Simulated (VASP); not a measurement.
# Si47C49 (a cell with a defect) in VASP: further runs

Runs on Si47C49 (a cell with a defect). Level: PBEsol. Tasks: single point.

Everything below comes from runs of VASP 6.6.1. Logs are shortened: lines on timing, memory, paths and dates and some standing lists are left out, and cuts for length are marked.

**1. The cell of the first run**

The cell holds a defect, 96 atoms: a = 9.234 Å, b = 10.663 Å, c = 10.076 Å, α = 90.00°, β = 90.00°, γ = 90.00°.

**2. Single point, PBEsol**

INCAR

```
PREC = Accurate
ENCUT = 520
EDIFF = 1E-7
ISMEAR = -1
SIGMA = 0.05
LREAL = Auto
LASPH = T
NELM = 80
ALGO = Normal
ISIF = 2
LWAVE = F
LCHARG = F
GGA = PS
ISYM = 0
NBANDS = 246
```

KPOINTS

```
Automatic mesh
0
Gamma
  1 1 1
  0.25 0.25 0.25
```

POSCAR

```
Si47C49
1.0
    9.2342040000      0.0000000000      0.0000000000
    0.0000000000     10.6627400000      0.0000000000
    0.0000000000      0.0000000000     10.0759470000
Si C
47 49
Direct
    0.0023720000      0.0003020000      0.4998900000
    0.3336020000      0.9990090000      0.5001520000
    0.1708990000      0.2539340000      0.5004020000
    0.0041220000      0.5010280000      0.5003060000
    0.6648800000      0.0003070000      0.4998940000
    0.4961550000      0.2540000000      0.5004500000
    0.1688280000      0.7449380000      0.5005710000
    0.8336010000      0.2501560000      0.4997730000
    0.6631090000      0.5011860000      0.5004230000
    0.4984200000      0.7449010000      0.5005910000
    0.8336650000      0.7511440000      0.5005010000
    0.0008910000      0.1675860000      0.2497690000
    0.3334020000      0.1667200000      0.2503060000
    0.1705060000      0.4187370000      0.2531740000
    0.9999960000      0.6667850000      0.2505240000
    0.6659070000      0.1676210000      0.2497610000
    0.4961720000      0.4188270000      0.2531730000
    0.3334530000      0.6626440000      0.2532300000
    0.1673700000      0.9157790000      0.2499250000
    0.8334590000      0.4167300000      0.2495870000
    0.6668450000      0.6667860000      0.2505230000
    0.4994840000      0.9157820000      0.2498990000
    0.8334240000      0.9174080000      0.2502880000
    0.1670260000      0.0837930000      0.7502060000
    0.0001180000      0.3334880000      0.7497250000
    0.4997750000      0.0838060000      0.7502150000
    0.3333850000      0.3355520000      0.7445320000
    0.1686300000      0.5823450000      0.7445300000
    0.0004210000      0.8333980000      0.7502960000
    0.8334210000      0.0833000000      0.7498180000
    0.6667010000      0.3334900000      0.7497250000
    0.4982200000      0.5823480000      0.7445560000
    0.3334070000      0.8332510000      0.7499920000
    0.8334510000      0.5836170000      0.7503270000
    0.6664240000      0.8334090000      0.7502770000
    0.0004430000      0.0001520000      0.0002920000
    0.3334060000      0.0003370000      0.0000700000
    0.1672900000      0.2513710000      0.9994500000
    0.0011850000      0.4998380000      0.9996950000
    0.6663710000      0.0001520000      0.0002970000
    0.4994950000      0.2513890000      0.9994550000
    0.3333920000      0.5000820000      0.9981110000
    0.1676590000      0.7490320000      0.9996220000
    0.8334030000      0.2498680000      0.9997620000
    0.6656790000      0.4998340000      0.9997150000
    0.4991810000      0.7490350000      0.9996090000
    0.8334090000      0.7501330000      0.0003960000
    0.3338360000      0.5002860000      0.5002570000
    0.0007260000      0.0002650000      0.1879070000
    0.3334710000      0.0000090000      0.1873700000
    0.1676380000      0.2516760000      0.1881200000
    0.0014980000      0.4998740000      0.1885200000
    0.6662110000      0.0002960000      0.1879170000
    0.4992340000      0.2517430000      0.1881640000
    0.3334230000      0.5000590000      0.1843720000
    0.1679220000      0.7486150000      0.1883780000
    0.8334750000      0.2500200000      0.1870940000
    0.6653760000      0.4998290000      0.1885460000
    0.4990450000      0.7486320000      0.1883290000
    0.8334520000      0.7504070000      0.1878820000
    0.0005160000      0.0001790000      0.6874510000
    0.3333540000      0.9999840000      0.6876540000
    0.1666520000      0.2501030000      0.6872000000
    0.9995020000      0.5000710000      0.6872010000
    0.6661950000      0.0002050000      0.6874450000
    0.5000200000      0.2501240000      0.6872290000
    0.3334130000      0.5001130000      0.6651430000
    0.1666600000      0.7501220000      0.6873650000
    0.8333450000      0.2499940000      0.6872820000
    0.6671970000      0.5001070000      0.6872260000
    0.5000780000      0.7501210000      0.6873760000
    0.8333760000      0.7504370000      0.6879830000
    0.0028120000      0.1693200000      0.4379240000
    0.3335330000      0.1657010000      0.4382380000
    0.1862460000      0.4265840000      0.4448950000
    0.9994150000      0.6671300000      0.4383870000
    0.6641790000      0.1693730000      0.4379040000
    0.4805150000      0.4268510000      0.4451470000
    0.3336000000      0.6462700000      0.4452020000
    0.1688440000      0.9132020000      0.4379770000
    0.8335640000      0.4166700000      0.4377120000
    0.6677510000      0.6671690000      0.4383860000
    0.4983010000      0.9131770000      0.4379810000
    0.8335720000      0.9186840000      0.4383790000
    0.1669190000      0.0840840000      0.9384250000
    0.9999320000      0.3333630000      0.9377850000
    0.4999020000      0.0841000000      0.9384470000
    0.3333880000      0.3351030000      0.9342160000
    0.1681630000      0.5825440000      0.9343330000
    0.0006450000      0.8331720000      0.9386410000
    0.8334140000      0.0830280000      0.9380220000
    0.6668990000      0.3333580000      0.9377850000
    0.4987250000      0.5825100000      0.9343840000
    0.3334320000      0.8335630000      0.9380270000
    0.8334300000      0.5832190000      0.9389090000
    0.6662030000      0.8331710000      0.9386300000
```

Potentials or basis: VASP PAW PBE potentials, release 64 (Si, C).

Launch:

```bash
$ cat potpaw_PBE.64/Si/POTCAR potpaw_PBE.64/C/POTCAR > POTCAR
$ mpirun -np 1 vasp_std > vasp.out
```

OUTCAR:

```text
PREC = Accurate
   ENCUT = 520
   EDIFF = 1E-7
   ISMEAR = -1
   LREAL = Auto
   LASPH = T
   NELM = 80
   ISIF = 2
   GGA = PS
   ISYM = 0

 ion  position               nearest neighbor table
   1  0.002  0.000  0.500-  84 1.89  61 1.89  80 1.90  73 1.91   2 3.06  24 3.08  19 3.08  11 3.08
                             8 3.09  12 3.09  29 3.09  23 3.09  30 3.09   5 3.12   3 3.12   7 3.13
   2  0.334  0.999  0.500-  83 1.88  80 1.88  74 1.88  62 1.89   1 3.06   5 3.06  33 3.08  22 3.08
                            19 3.08  26 3.09  24 3.09  13 3.09   6 3.11   3 3.11   7 3.11  10 3.11
   3  0.171  0.254  0.500-  74 1.88  63 1.88  73 1.90  75 1.93   6 3.00  27 3.01  14 3.05   4 3.05
                            13 3.08  25 3.09  24 3.10   2 3.11  12 3.11   8 3.11   1 3.12
   4  0.004  0.501  0.500-  76 1.88  64 1.88  81 1.92  75 1.94   7 3.01  28 3.02   3 3.05  14 3.05
                            15 3.08  25 3.08  11 3.10  34 3.10   8 3.10  20 3.11
   5  0.665  0.000  0.500-  84 1.89  65 1.89  83 1.90  77 1.91   2 3.06  26 3.08  11 3.08  22 3.08
                             8 3.09  23 3.09  35 3.09  16 3.09  30 3.09   1 3.12   6 3.12  10 3.13
   6  0.496  0.254  0.500-  74 1.88  66 1.88  77 1.90  78 1.93   3 3.00  27 3.01  17 3.05   9 3.05
                            13 3.08  31 3.08  26 3.10   2 3.11  16 3.11   8 3.12   5 3.12
   7  0.169  0.745  0.501-  76 1.88  68 1.88  80 1.90  79 1.93  28 3.01   4 3.01  10 3.04  18 3.05
                            15 3.08  33 3.08  11 3.10  29 3.10   2 3.11  19 3.11   1 3.13
   8  0.834  0.250  0.500-  81 1.88  69 1.89  73 1.89  77 1.89  25 3.08  12 3.08  31 3.08  20 3.08
                            30 3.08  16 3.09   5 3.09   1 3.09   4 3.10   9 3.11   3 3.11   6 3.12
   9  0.663  0.501  0.500-  82 1.88  70 1.88  81 1.92  78 1.94  10 3.01  32 3.02   6 3.05  17 3.06
                            21 3.08  31 3.08  11 3.10  34 3.10   8 3.11  20 3.11
  10  0.498  0.745  0.501-  82 1.88  71 1.88  83 1.90  79 1.93  32 3.01   9 3.01   7 3.04  18 3.05
                            21 3.08  33 3.09  11 3.10  35 3.10   2 3.11  22 3.11   5 3.13
  11  0.834  0.751  0.501-  76 1.88  82 1.88  72 1.89  84 1.89  29 3.08   1 3.08   5 3.08  35 3.08
                            23 3.08  15 3.08  21 3.09  34 3.09   7 3.10   9 3.10  10 3.10   4 3.10
  12  0.001  0.168  0.250-  51 1.89  57 1.89  49 1.89  73 1.90  13 3.07  20 3.07  36 3.08   8 3.08
                            44 3.08  23 3.08  38 3.09   1 3.09  16 3.09  19 3.09  14 3.10   3 3.11
  13  0.333  0.167  0.250-  51 1.89  54 1.89  50 1.89  74 1.89  16 3.07  12 3.07   3 3.08   6 3.08
                            14 3.08  17 3.08  37 3.08  19 3.08  22 3.08   2 3.09  41 3.09  38 3.09
  14  0.171  0.419  0.253-  55 1.87  51 1.90  52 1.90  75 1.94  18 3.00  17 3.01   3 3.05   4 3.05
                            15 3.08  13 3.08  42 3.10  12 3.10  20 3.11  39 3.12  38 3.12
  15  1.000  0.667  0.251-  52 1.89  56 1.89  60 1.89  76 1.89  19 3.07   4 3.08  21 3.08   7 3.08
                            20 3.08  14 3.08  18 3.08  23 3.08  47 3.08  11 3.08  39 3.09  43 3.09
  16  0.666  0.168  0.250-  54 1.89  57 1.89  53 1.89  77 1.90  13 3.07  20 3.07  44 3.08  40 3.08
                            23 3.08   8 3.09  41 3.09   5 3.09  12 3.09  22 3.09  17 3.10   6 3.11
  17  0.496  0.419  0.253-  55 1.87  54 1.90  58 1.90  78 1.94  18 3.00  14 3.01   6 3.05   9 3.06
                            21 3.08  13 3.08  42 3.10  16 3.10  20 3.11  45 3.12  41 3.12
  18  0.333  0.663  0.253-  55 1.87  56 1.90  59 1.90  79 1.94  17 3.00  14 3.00   7 3.05  10 3.05
[... 106 lines left out ...]
  95  0.833  0.583  0.939-  47 1.88  39 1.89  45 1.89  34 1.90
  96  0.666  0.833  0.939-  47 1.89  40 1.89  46 1.89  35 1.90

IMPORTANT INFORMATION: All symmetrisations will be switched off!
NOSYMM: (Re-)initialisation of all symmetry stuff for point group C_1.

----------------------------------------------------------------------------------------

                                     Primitive cell

  volume of cell :     992.0971

  direct lattice vectors                    reciprocal lattice vectors
     9.234204000  0.000000000  0.000000000     0.108293037  0.000000000  0.000000000
     0.000000000 10.662740000  0.000000000     0.000000000  0.093784524  0.000000000
     0.000000000  0.000000000 10.075947000     0.000000000  0.000000000  0.099246254

  length of vectors
     9.234204000 10.662740000 10.075947000     0.108293037  0.093784524  0.099246254
[... 247 lines left out ...]
   NELM   =     80;   NELMIN=  2; NELMDL= -5     # of ELM steps
   EDIFF  = 0.1E-06   stopping-criterion for ELM
   LREAL  =      T    real-space projection
   EDIFFG = 0.1E-05   stopping-criterion for IOM
   NSW    =      0    number of steps for IOM
   IBRION =     -1    ionic relax: 0-MD 1-quasi-New 2-CG
   NFREE  =      0    steps in history (QN), initial steepest desc. (CG)
   ISIF   =      2    stress and relaxation
   ISYM   =      0    0-nonsym 1-usesym 2-fastsym
   POTIM  = 0.5000    time-step for ionic-motion
   TEBEG  =    0.0;   TEEND  =   0.0 temperature during run
   PSTRESS=    0.0 pullay stress
   NELECT =     384.0000    total number of electrons
   NUPDOWN=      -1.0000    fix difference up-down
   EMIN   =  10.00;   EMAX   =-10.00  energy-range for DOS
   EFERMI =   0.00;   METHOD = LEGACY
   ISMEAR =    -1;   SIGMA  =   0.05  broadening in eV -4-tet -1-fermi 0-gaus
   EFERMI_NEDOS =   21; number of points for ismear=-14 and -15
   IALGO  =     38    algorithm
   IMIX   =      4    mixing-type and parameters
     AMIX     =   0.40;   BMIX     =  1.00
     AMIX_MAG =   1.60;   BMIX_MAG =  1.00
  volume/ion in A,a.u.               =      10.33        69.74
  Fermi-wavevector in a.u.,A,eV,Ry     =   1.193073  2.254582 19.366863  1.423424
  Thomas-Fermi vector in A             =   2.329097
   LORBIT       =      0    0 simple, 1 ext, 2 COOP (PROOUT), +10 PAW based schemes
   GGA     = PS    functional components
   LHFCALC =     F    Hartree Fock is set to
   AEXX    =    0.0000 exact exchange contribution
   IVDW    =     0    specifies the selected vdW correction
   LEPSILON=     F    determine dielectric tensor
   LRPA    =     F    only Hartree local field effects (RPA)
 non-spin polarized calculation
  energy-cutoff  :      520.00
  volume of cell :      992.10
 maximum number of plane-waves:     26706
 NGX is ok and might be reduce to    70
   NGX = 35   NGY = 39   NGZ = 37

 number of electron     384.0000019 magnetization

 Free energy of the ion-electron system (eV)
  ---------------------------------------------------
  ext. energy  EPLUGINS =         0.00000000
  ---------------------------------------------------
  free energy    TOTEN  =      -764.64265055 eV

  energy without entropy =     -764.64265055  energy(sigma->0) =     -764.64265055

 E-fermi :   9.1541     XC(G=0): -11.4933

 val. band max:        7.9255286602   @ k =  -0.2500   0.2500  -0.2500
 cond. band min:      10.5191130662   @ k =  -0.2500   0.2500  -0.2500
 fundamental gap:      2.5935844059
 Fermi energy:         9.1540897756

 k-point     1 :       0.2500    0.2500    0.2500
  band No.  band energies     occupation
      1      -7.3695      2.00000
      2      -6.9092      2.00000
      3      -6.6305      2.00000
      4      -6.5227      2.00000
      5      -6.2285      2.00000
      6      -6.0156      2.00000
[... 817 lines left out ...]
    203      11.7231      0.00000
    204      11.7627      0.00000
 [bands above 204 left out]

------------------------ aborting loop because EDIFF is reached ----------------------------------------

  FORCE on cell =-STRESS in cart. coord.  units (eV):
  Direction    XX          YY          ZZ          XY          YZ          ZX
  --------------------------------------------------------------------------------------
  -------------------------------------------------------------------------------------
  Total      -12.3545206    -11.6540886    -11.7075336     -0.0842746     -0.0009006     -0.0096987
  in kB      -19.9518110    -18.8206552    -18.9069657     -0.1360985     -0.0014543     -0.0156628
  external PRESSURE =     -19.2264773 kB  Pullay stress =       0.0000000 kB

 VOLUME and BASIS-vectors are now :
 -----------------------------------------------------------------------------
  energy-cutoff  :      520.00
  volume of cell :      992.10
      direct lattice vectors                 reciprocal lattice vectors
     9.234204000  0.000000000  0.000000000     0.108293037  0.000000000  0.000000000
     0.000000000 10.662740000  0.000000000     0.000000000  0.093784524  0.000000000
     0.000000000  0.000000000 10.075947000     0.000000000  0.000000000  0.099246254

 POSITION                                       TOTAL-FORCE (eV/Angst)
 -----------------------------------------------------------------------------------
      0.02190      0.00322      5.03687        -0.015909     -0.005281      0.006624
      3.08055     10.65217      5.03951        -0.008223     -0.003055      0.007694
      1.57812      2.70763      5.04202        -0.012240     -0.010155      0.008592
      0.03806      5.34233      5.04106        -0.023789      0.014998      0.019603
      6.13964      0.00327      5.03691        -0.018769     -0.001492      0.004585
      4.58160      2.70834      5.04251        -0.006466     -0.003622      0.004425
[... 88 lines left out ...]
      7.69606      6.21871      9.46040        -0.001536      0.004639      0.009097
      6.15185      8.88389      9.45759         0.002735      0.007107      0.004183
 -----------------------------------------------------------------------------------
    total drift:                               -0.038251     -0.011067      0.001223

  FREE ENERGIE OF THE ION-ELECTRON SYSTEM (eV)
  ---------------------------------------------------
  free  energy   TOTEN  =      -764.6426505478 eV

  energy  without entropy=     -764.6426505477  energy(sigma->0) =     -764.64265055
```

It took 31 min on 1 thread of Intel Xeon Platinum 8259CL at 2.50GHz (Skylake/Cascade Lake), shared host; peak memory 1.2 GiB.

Results:

- Free energy: -764.6427 eV
- Pressure: -1.9 GPa
- Largest force: 0.065 eV/Å
- Band gap on the k mesh: 2.59 eV

Forces on the atoms (eV/Å):
```
Si  -0.016 -0.005  0.007
Si  -0.008 -0.003  0.008
Si  -0.012 -0.010  0.009
Si  -0.024  0.015  0.020
Si  -0.019 -0.001  0.005
Si  -0.006 -0.004  0.004
Si  -0.010 -0.012  0.007
Si  -0.024 -0.005  0.009
Si  -0.008 -0.013 -0.002
Si  -0.019  0.005  0.005
Si  -0.022 -0.006  0.011
Si   0.010 -0.008 -0.004
Si   0.014 -0.003  0.000
Si   0.016 -0.001 -0.013
Si   0.012  0.001  0.001
Si   0.009 -0.002  0.001
Si   0.019 -0.009  0.006
Si   0.006 -0.002  0.006
Si   0.010 -0.003 -0.004
Si  -0.001 -0.003 -0.001
Si   0.006 -0.004  0.000
Si   0.009 -0.004  0.004
Si   0.012 -0.004  0.000
Si  -0.008 -0.004  0.000
Si  -0.009 -0.004 -0.001
Si  -0.007 -0.003 -0.001
Si  -0.006 -0.008  0.006
Si  -0.015 -0.001 -0.005
Si  -0.008 -0.005  0.000
Si  -0.008 -0.004  0.002
Si  -0.012 -0.003  0.000
Si  -0.002  0.002  0.007
Si  -0.002 -0.005 -0.001
Si  -0.011 -0.003 -0.002
Si  -0.007 -0.006  0.001
Si   0.006 -0.002 -0.005
Si   0.001 -0.004 -0.005
Si   0.004 -0.002 -0.005
Si   0.002 -0.001 -0.009
Si   0.003 -0.002 -0.005
Si   0.002  0.002 -0.004
Si   0.008 -0.001 -0.001
Si   0.003  0.004 -0.003
Si   0.002 -0.001 -0.004
Si   0.000 -0.003 -0.004
Si   0.001 -0.003 -0.006
Si   0.001  0.001 -0.006
C   -0.064 -0.007  0.007
C   -0.009  0.003  0.008
C   -0.006 -0.001  0.006
C   -0.010  0.005  0.010
C   -0.003 -0.001  0.001
C   -0.010  0.001  0.001
C   -0.006 -0.002  0.003
C   -0.015  0.003  0.008
C   -0.009 -0.002 -0.002
C   -0.008  0.000  0.006
C   -0.003  0.001  0.000
C   -0.011 -0.003  0.003
C   -0.003  0.002  0.001
C    0.013  0.005 -0.003
C    0.016  0.003 -0.003
C    0.010  0.005 -0.003
C    0.023  0.000 -0.010
C    0.013 -0.002 -0.001
C    0.017  0.002 -0.006
C    0.012  0.003 -0.020
C    0.013  0.002 -0.003
C    0.017  0.001 -0.007
C    0.022 -0.002  0.003
C    0.010  0.002 -0.005
C    0.015 -0.001 -0.008
C    0.004  0.001 -0.013
C   -0.002  0.003 -0.010
C    0.047  0.035  0.018
C    0.006  0.005 -0.013
C    0.007  0.016  0.005
C    0.028 -0.005 -0.025
C    0.008  0.012 -0.006
C   -0.005  0.005  0.000
C   -0.005  0.006 -0.007
C    0.009  0.006 -0.006
C    0.002  0.006 -0.006
C   -0.001  0.009 -0.004
C    0.002  0.007  0.005
C   -0.001 -0.003  0.004
C   -0.002 -0.003  0.000
C    0.004 -0.005  0.010
C   -0.007 -0.004  0.007
C    0.001  0.000 -0.001
C   -0.003  0.005  0.002
C    0.005  0.003  0.003
C   -0.006  0.004  0.007
C   -0.004  0.006  0.003
C   -0.002  0.005  0.009
C    0.003  0.007  0.004
```

Caveat: the PAW data sets were made with another functional, which shifts forces and pressure a little.

[end of part 1 of 4]
